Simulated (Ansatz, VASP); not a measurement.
**MgO: VASP beside Ansatz**

POSCAR

```
MgO
1.0
    0.0000000000      2.1377436300      2.1377436300
    2.1377436300      0.0000000000      2.1377436300
    2.1377436300      2.1377436300      0.0000000000
Mg O
1 1
Direct
    0.0000000000      0.0000000000      0.0000000000
    0.5000000000      0.5000000000      0.5000000000
```

File INCAR.step1:

```
SYSTEM = MgO
PREC = Accurate ; ENCUT = 520
ISMEAR = -1 ; SIGMA = 0.0493
LREAL = .False. ; LASPH = .True.
NELM = 80 ; NBANDS = 11
GGA = PE ; ALGO = Normal
EDIFF = 1E-4 ; LWAVE = .True.
LCHARG = .False.
```

INCAR.step2

```
SYSTEM = MgO
PREC = Accurate ; ENCUT = 520
EDIFF = 1E-6 ; ISMEAR = -1
SIGMA = 0.0493 ; LREAL = .False.
LASPH = .True. ; NELM = 80
ALGO = Normal ; ISIF = 2
LWAVE = .False. ; LCHARG = .False.
METAGGA = R2SCAN ; LMIXTAU = .True.
NBANDS = 11 ; ISTART = 1
```

The input KPOINTS:

```
regular mesh
0
Gamma
  10 10 10
  0 0 0
```

Input for Ansatz:

```yaml
crystal:
  lattice:
    - [0.0, 2.13774363, 2.13774363]
    - [2.13774363, 0.0, 2.13774363]
    - [2.13774363, 2.13774363, 0.0]
  atoms:
    - { symbol: Mg, position: [0.0, 0.0, 0.0] }
    - { symbol: O, position: [0.5, 0.5, 0.5] }
  symmetry: { tolerance: 0.0003 }
kpoints:
  mp_grid: { grid: [10, 10, 10], shift: [0, 0, 0] }
  band_path:
    path:
      - [0.0, 0.0, 0.0]
      - [0.5, 0.0, 0.5]
      - [0.625, 0.25, 0.625]
      - [0.375, 0.375, 0.75]
      - [0.0, 0.0, 0.0]
      - [0.5, 0.5, 0.5]
      - [0.5, 0.25, 0.75]
      - [0.5, 0.0, 0.5]
    npoints: 8
magnetization:
  spin_polarized: false
scf:
  occupations: { method: fermi_dirac, width: 0.0493 }
  lower_state_search: "off"
  max_iter: 200
hamiltonian:
  pseudopotentials: { kind: paw }
  xc: r2scan
basis:
  ecutwfc: 500
  fft_grid_basis: typed
output:
  forces: true
  stress: true
  eigenvalues: true
  bader: true
  populations: true
  elf: true
  write_potential: true
  volumetric_format: npy
  dos:
    e_range: [-12, 8]
    de: 0.05
    projected: { site_lists: { Mg: [Mg], O: [O] } }
checkpoint:
  read: saved_state
```

Alike in both runs: task single point; functional r2SCAN; k mesh 10 × 10 × 10; occupations fermi-dirac, width 0.0493 eV; no spin polarisation.

|  | VASP | Ansatz |
| --- | --- | --- |
| version | VASP 6.6.1 | Ansatz 0.2.0 |
| potentials or method | VASP PAW PBE potentials, release 64 (Mg, O), cutoff 520 eV | PAW plane waves |
| valence electrons in the cell | 8 | 16 |

|  | VASP | Ansatz | Ansatz less VASP |
| --- | --- | --- | --- |
| gap on the k mesh at the Fermi level (eV) | 5.16 | 5.19 | +0.025 |
| pressure (GPa) | -8.7 | -7.6 | +1.11 |

VASP's potentials were made for PBE, not for r2SCAN. VASP's potentials hold 8 valence electrons a cell and Ansatz's 16, so a difference there can come from the potentials and not from the codes.
